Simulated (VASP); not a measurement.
# TaAs in VASP: a series of runs

The runs below take TaAs through single point, with PBE, PBE+U.

Program: VASP 6.6.1. These are calculated values, not measurements. Logs are shortened: lines on timing, memory, paths and dates and some standing lists are left out, and cuts for length are marked.

## Step 1: The cell of the first run

It takes space group Cm (No. 8, monoclinic). Conventional cell: a = 12.171 Å, b = 3.463 Å, c = 3.463 Å, α = 90.00°, β = 105.38°, γ = 90.00°. Within 3.5 Å of Ta (site symmetry m) lie 6 As at 2.61 to 2.64 Å and 8 Ta at 3.36 to 3.46 Å. Within 3.5 Å of Ta (site symmetry m) lie 6 As at 2.62 to 2.63 Å and 8 Ta at 3.36 to 3.46 Å. As (site symmetry m) has 6 Ta at 2.62 to 2.64 Å and 8 As at 3.36 to 3.46 Å within 3.5 Å. Within 3.5 Å of As (site symmetry m) lie 6 Ta at 2.61 to 2.64 Å and 8 As at 3.36 to 3.46 Å.

## Step 2: Single point, PBE (shear of c along a, cell held: +2.0 %, then relaxed in part)

INCAR reads:

```
SYSTEM = TaAs
PREC = Accurate ; ENCUT = 520
EDIFF = 1E-7 ; ISMEAR = 0
SIGMA = 0.1 ; LREAL = .FALSE.
LASPH = .TRUE. ; NELM = 80
ALGO = Normal ; ISIF = 2
LWAVE = .FALSE. ; LCHARG = .FALSE.
GGA = PE ; NBANDS = 42
```

KPOINTS reads:

```
regular mesh
0
G
  10 10 4
  0 0 0
```

POSCAR reads:

```
TaAs
1.0
    3.4628971702      0.0000000000      0.0000000000
    0.0000000000      3.4628971702      0.0000000000
    0.2346917579      0.0000000000     11.7345878955
Ta As
4 4
Direct
   -0.0031753987      0.5000000000      0.7501941236
    0.5067994972      0.5000000000      0.0001407658
    0.4968246013      0.0000000000      0.2501941236
    0.0067994972      0.0000000000      0.5001407658
    0.4940164993      0.0000000000      0.8324304364
    0.0023594022      0.0000000000      0.0824335142
   -0.0059835007      0.5000000000      0.3324304364
    0.5023594022      0.5000000000      0.5824335142
```

Potentials or basis: VASP PAW PBE potentials, release 64 (Ta_pv, As).

The run is started by

```bash
$ cat potpaw_PBE.64/Ta_pv/POTCAR potpaw_PBE.64/As/POTCAR > POTCAR
$ mpirun -np 1 vasp_std > vasp.out
```

OUTCAR:

```text
SYSTEM = TaAs
   PREC = Accurate
   ENCUT = 520
   EDIFF = 1E-7
   ISMEAR = 0
   LREAL = .FALSE.
   LASPH = .TRUE.
   NELM = 80
   ISIF = 2
   GGA = PE

 ion  position               nearest neighbor table
   1  0.997  0.500  0.750-   8 2.61   5 2.63   5 2.63   8 2.64   5 2.64   5 2.64   2 3.36   4 3.41
                             4 3.41   2 3.45
   2  0.507  0.500  0.000-   5 2.62   5 2.62   6 2.63   6 2.63   6 2.63   6 2.63   1 3.36   3 3.41
                             3 3.41   1 3.45
   3  0.497  0.000  0.250-   6 2.61   7 2.63   7 2.63   6 2.64   7 2.64   7 2.64   4 3.36   2 3.41
                             2 3.41   4 3.45
   4  0.007  0.000  0.500-   7 2.62   7 2.62   8 2.63   8 2.63   8 2.63   8 2.63   3 3.36   1 3.41
                             1 3.41   3 3.45
   5  0.494  0.000  0.832-   2 2.62   2 2.62   1 2.63   1 2.63   1 2.64   1 2.64
   6  0.002  0.000  0.082-   3 2.61   2 2.63   2 2.63   2 2.63   2 2.63   3 2.64
   7  0.994  0.500  0.332-   4 2.62   4 2.62   3 2.63   3 2.63   3 2.64   3 2.64
   8  0.502  0.500  0.582-   1 2.61   4 2.63   4 2.63   4 2.63   4 2.63   1 2.64

  LATTYP: Found a simple monoclinic cell.
 ALAT       =     3.4628971702
 B/A-ratio  =     1.0000000000
 C/A-ratio  =     3.3893396199
 COS(beta)  =    -0.0199960012

  Lattice vectors:

 A1 = (   3.4628971702,   0.0000000000,   0.0000000000)
 A2 = (   0.0000000000,  -3.4628971702,   0.0000000000)
 A3 = (  -0.2346917579,   0.0000000000, -11.7345878955)

Analysis of symmetry for initial positions (statically):
=====================================================================
 Subroutine PRICEL returns following result:

  LATTYP: Found a base centered monoclinic cell.
 ALAT       =    12.1705325792
 B/A-ratio  =     0.2845312765
 C/A-ratio  =     0.2845312765
 COS(beta)  =    -0.2652476702

  Lattice vectors:

 A1 = (  -1.6141027061,   1.7314485851,   5.8672939478)
 A2 = (  -1.6141027061,  -1.7314485851,   5.8672939478)
 A3 = (   3.4628971702,  -0.0000000000,  -0.0000000000)

   2 primitive cells build up your supercell.

 Routine SETGRP: Setting up the symmetry group for a
 simple monoclinic supercell.

 Subroutine GETGRP returns: Found  2 space group operations
 (whereof  2 operations were pure point group operations)
 out of a pool of  4 trial point group operations.

The static configuration has the point symmetry C_1h.

[... 132 lines left out ...]
   NSW    =      0    number of steps for IOM
   IBRION =     -1    ionic relax: 0-MD 1-quasi-New 2-CG
   NFREE  =      0    steps in history (QN), initial steepest desc. (CG)
   ISIF   =      2    stress and relaxation
   ISYM   =      2    0-nonsym 1-usesym 2-fastsym
   POTIM  = 0.5000    time-step for ionic-motion
   TEBEG  =    0.0;   TEEND  =   0.0 temperature during run
   PSTRESS=    0.0 pullay stress
   NELECT =      64.0000    total number of electrons
   NUPDOWN=      -1.0000    fix difference up-down
   EMIN   =  10.00;   EMAX   =-10.00  energy-range for DOS
   EFERMI =   0.00;   METHOD = LEGACY
   ISMEAR =     0;   SIGMA  =   0.10  broadening in eV -4-tet -1-fermi 0-gaus
   EFERMI_NEDOS =   21; number of points for ismear=-14 and -15
   IALGO  =     38    algorithm
   IMIX   =      4    mixing-type and parameters
     AMIX     =   0.40;   BMIX     =  1.00
     AMIX_MAG =   1.60;   BMIX_MAG =  1.00
  volume/ion in A,a.u.               =      17.59       118.70
  Fermi-wavevector in a.u.,A,eV,Ry     =   1.258981  2.379129 21.565682  1.585033
  Thomas-Fermi vector in A             =   2.392563
   LORBIT       =      0    0 simple, 1 ext, 2 COOP (PROOUT), +10 PAW based schemes
   GGA     = PE    functional components
   LHFCALC =     F    Hartree Fock is set to
   AEXX    =    0.0000 exact exchange contribution
   IVDW    =     0    specifies the selected vdW correction
   LEPSILON=     F    determine dielectric tensor
   LRPA    =     F    only Hartree local field effects (RPA)
 non-spin polarized calculation
 Gauss-broadening in eV      SIGMA  =   0.10
  energy-cutoff  :      520.00
  volume of cell :      140.72
 maximum number of plane-waves:      3822
 NGX is ok and might be reduce to    28
   NGX = 13   NGY = 13   NGZ = 43

 number of electron      64.0000002 magnetization

 Free energy of the ion-electron system (eV)
  ---------------------------------------------------
  ext. energy  EPLUGINS =         0.00000000
  ---------------------------------------------------
  free energy    TOTEN  =       -70.21182669 eV

  energy without entropy =      -70.20806587  energy(sigma->0) =      -70.20994628

 E-fermi :   6.8458     XC(G=0): -11.8560

 val. band max:        6.7861358707   @ k =   0.3000   0.0000   0.5000
 cond. band min:       6.8661043990   @ k =   0.5000   0.0000  -0.0000
 fundamental gap:      0.0799685282
 Fermi energy:         6.8457864729

 k-point     1 :       0.0000    0.0000    0.0000
  band No.  band energies     occupation
      1     -28.1339      2.00000
      2     -28.1068      2.00000
      3     -28.1059      2.00000
      4     -28.1025      2.00000
      5     -28.1023      2.00000
      6     -28.0222      2.00000
[... 1069 lines left out ...]
     41      10.1580      0.00000
     42      10.1582      0.00000

 [... further k-points ...]

------------------------ aborting loop because EDIFF is reached ----------------------------------------

  FORCE on cell =-STRESS in cart. coord.  units (eV):
  Direction    XX          YY          ZZ          XY          YZ          ZX
  --------------------------------------------------------------------------------------
  -------------------------------------------------------------------------------------
  Total        0.4084682      0.3710357      0.4891286      0.0000000      0.0000000     -1.5554638
  in kB        4.6507372      4.2245380      5.5691204      0.0000000      0.0000000    -17.7101995
  external PRESSURE =       4.8147985 kB  Pullay stress =       0.0000000 kB

 VOLUME and BASIS-vectors are now :
 -----------------------------------------------------------------------------
  energy-cutoff  :      520.00
  volume of cell :      140.72
      direct lattice vectors                 reciprocal lattice vectors
     3.462897170  0.000000000  0.000000000     0.288775540  0.000000000 -0.005775511
     0.000000000  3.462897170  0.000000000     0.000000000  0.288775540  0.000000000
     0.234691758  0.000000000 11.734587896     0.000000000  0.000000000  0.085218161

 POSITION                                       TOTAL-FORCE (eV/Angst)
 -----------------------------------------------------------------------------------
      3.62797      1.73145      8.80322         0.001902     -0.000000      0.002338
      1.75503      1.73145      0.00165         0.001621      0.000000      0.000993
      1.77917      0.00000      2.93592         0.001902      0.000000      0.002338
      0.14092      0.00000      5.86895         0.001621      0.000000      0.000993
      1.90609      0.00000      9.76823        -0.003273      0.000000      0.001472
      0.02752      0.00000      0.96732        -0.000251      0.000000     -0.004803
      3.52020      1.73145      3.90093        -0.003273      0.000000      0.001472
      1.87631      1.73145      6.83462        -0.000251      0.000000     -0.004803
 -----------------------------------------------------------------------------------
    total drift:                               -0.000489     -0.000000      0.000125

  FREE ENERGIE OF THE ION-ELECTRON SYSTEM (eV)
  ---------------------------------------------------
  free  energy   TOTEN  =       -70.2118266911 eV

  energy  without entropy=      -70.2080658660  energy(sigma->0) =      -70.20994628
```

OSZICAR:

```text
N       E                     dE             d eps       ncg     rms          rms(c)
DAV:   1     0.539300818999E+03    0.53930E+03   -0.32795E+04 11088   0.147E+03
DAV:   2    -0.438188293509E+02   -0.58312E+03   -0.56204E+03 12572   0.400E+02
DAV:   3    -0.732176446304E+02   -0.29399E+02   -0.28637E+02 14088   0.785E+01
DAV:   4    -0.738502308471E+02   -0.63259E+00   -0.62570E+00 13830   0.107E+01
DAV:   5    -0.738659541531E+02   -0.15723E-01   -0.15697E-01 14240   0.141E+00    0.291E+01
DAV:   6    -0.704152629395E+02    0.34507E+01   -0.11791E+01 13956   0.147E+01    0.123E+01
DAV:   7    -0.702411070672E+02    0.17416E+00   -0.12040E+00 15320   0.496E+00    0.293E+00
DAV:   8    -0.702119742332E+02    0.29133E-01   -0.11665E-01 13986   0.123E+00    0.368E-01
DAV:   9    -0.702118674743E+02    0.10676E-03   -0.91476E-03 14152   0.414E-01    0.166E-01
DAV:  10    -0.702118712443E+02   -0.37700E-05   -0.79978E-04 14334   0.217E-01    0.649E-02
DAV:  11    -0.702118417922E+02    0.29452E-04   -0.42500E-04 14590   0.144E-01    0.217E-02
DAV:  12    -0.702118319532E+02    0.98390E-05   -0.43175E-05 13742   0.424E-02    0.143E-02
DAV:  13    -0.702118271400E+02    0.48132E-05   -0.99180E-06 14158   0.166E-02    0.274E-03
DAV:  14    -0.702118265127E+02    0.62729E-06   -0.54016E-07 12822   0.424E-03    0.655E-04
DAV:  15    -0.702118266716E+02   -0.15893E-06   -0.72556E-08  8502   0.149E-03    0.339E-04
DAV:  16    -0.702118266911E+02   -0.19469E-07   -0.16578E-08  7996   0.660E-04
   1 F= -.70211827E+02 E0= -.70209946E+02  d E =-.376083E-02
```

stdout:

```text
POSCAR found type information on POSCAR TaAs
 POSCAR found :  2 types and       8 ions
 scaLAPACK will be used
 LDA part: xc-table for (Slater+PW92), standard interpolation
 POSCAR, INCAR and KPOINTS ok, starting setup
 FFT: planning ... GRIDC
 FFT: planning ... GRID_SOFT
 FFT: planning ... GRID
 WAVECAR not read
 entering main loop
```

Run time: 6.6 min. Hardware: 1 thread of Intel Xeon 6975P-C (Granite Rapids), shared host; peak memory 0.69 GiB.

Results:

```yaml
Free_energy: -70.2118 eV
Pressure: 0.5 GPa
Largest_force: 0.005 eV/Å
Band_gap_on_the_k_mesh: 0.08 eV
```

Forces on the atoms (eV/Å):
```
Ta   0.002  0.000  0.002
Ta   0.002  0.000  0.001
Ta   0.002  0.000  0.002
Ta   0.002  0.000  0.001
As  -0.003  0.000  0.001
As   0.000  0.000 -0.005
As  -0.003  0.000  0.001
As   0.000  0.000 -0.005
```

Stress tensor (GPa, compression positive):
```
 0.47  0.00 -1.77
 0.00  0.42  0.00
-1.77  0.00  0.56
```

Caveat: the cell differs from its parent crystal (shear of c along a, cell held: +2.0 %, then relaxed in part); spin-orbit coupling is left out, which moves the levels of the heavy elements. A k mesh can miss the band edges.

[end of part 1 of 2]
